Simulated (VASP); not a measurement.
A run of VASP 6.6.1:

Contents of INCAR:

```
SYSTEM = CuI
PREC = Accurate ; ENCUT = 520
EDIFF = 1E-7 ; ISMEAR = 0
SIGMA = 0.01 ; LREAL = .FALSE.
LASPH = .TRUE. ; NELM = 60
ALGO = Normal ; ISIF = 2
LWAVE = .FALSE. ; LCHARG = .TRUE.
GGA = PS ; LELF = .TRUE.
LVHAR = .TRUE. ; NBANDS = 26
```

Contents of KPOINTS:

```
regular mesh
0
G
  6 6 4
  0 0 0
```

File POSCAR:

```
CuI
1.0
    4.0561486152      0.0000000000      0.0000000000
    0.0000000000      4.0561486152      0.0000000000
    0.0000000000      0.0000000000      5.6973012914
Cu I
2 2
Direct
    0.0000000000      0.0000000000      0.0000000000
    0.5000000000      0.5000000000      0.0000000000
    0.0000000000      0.5000000000      0.2913000000
    0.5000000000      0.0000000000      0.7087000000
```

Potentials or basis: VASP PAW PBE potentials, release 64 (Cu, I).

Command:

```bash
$ cat potpaw_PBE.64/Cu/POTCAR potpaw_PBE.64/I/POTCAR > POTCAR
$ mpirun -np 1 vasp_std > vasp.out
```

Hardware: 1 thread of AMD EPYC 7R13, with other jobs on the host.

Question: How long does it take, and how much memory?

Answer: Wall time 120 s on 1 thread of AMD EPYC 7R13 (shared host), peak memory 0.19 GiB. Counts: scf iterations 16, k points 30.
